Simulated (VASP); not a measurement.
Here is a VASP 6.6.1 calculation.

INCAR

```
ALGO = Normal
EDIFF = 1E-7
ENCUT = 520
GGA = PE
ISIF = 2
ISMEAR = -1
LASPH = True
LCHARG = False
LREAL = False
LWAVE = False
NBANDS = 28
NELM = 80
PREC = Accurate
SIGMA = 0.02
```

Contents of KPOINTS:

```
k-points
0
Gamma
  5 5 5
```

The input POSCAR:

```
BaZrO3
1.0
    4.2332534000      0.0000000000      0.0000000000
    0.0000000000      4.2332534000      0.0000000000
    0.0000000000      0.0000000000      4.1913400000
Ba Zr O
1 1 3
Direct
    0.0000000000      0.0000000000      0.0000000000
    0.5000000000      0.5000000000      0.5000000000
    0.0000000000      0.5000000000      0.5000000000
    0.5000000000      0.0000000000      0.5000000000
    0.5000000000      0.5000000000      0.0000000000
```

Potentials or basis: VASP PAW PBE potentials, release 64 (Ba_sv, Zr_sv, O).

The run is started by

```sh
$ cat potpaw_PBE.64/Ba_sv/POTCAR potpaw_PBE.64/Zr_sv/POTCAR potpaw_PBE.64/O/POTCAR > POTCAR
$ mpirun -np 1 vasp_std > vasp.out
```

Q: What does it give for the pressure?

A: 1.9 GPa.

Q: Estimate the band gap on the k mesh.

A: 3.22 eV, indirect (least direct gap 3.35 eV).

Stress tensor (GPa, compression positive):
```
1.10 0.00 0.00
0.00 1.10 0.00
0.00 0.00 3.34
```

Caveat: spin-orbit coupling is left out, which moves the levels of the heavy elements. A k mesh can miss the band edges.
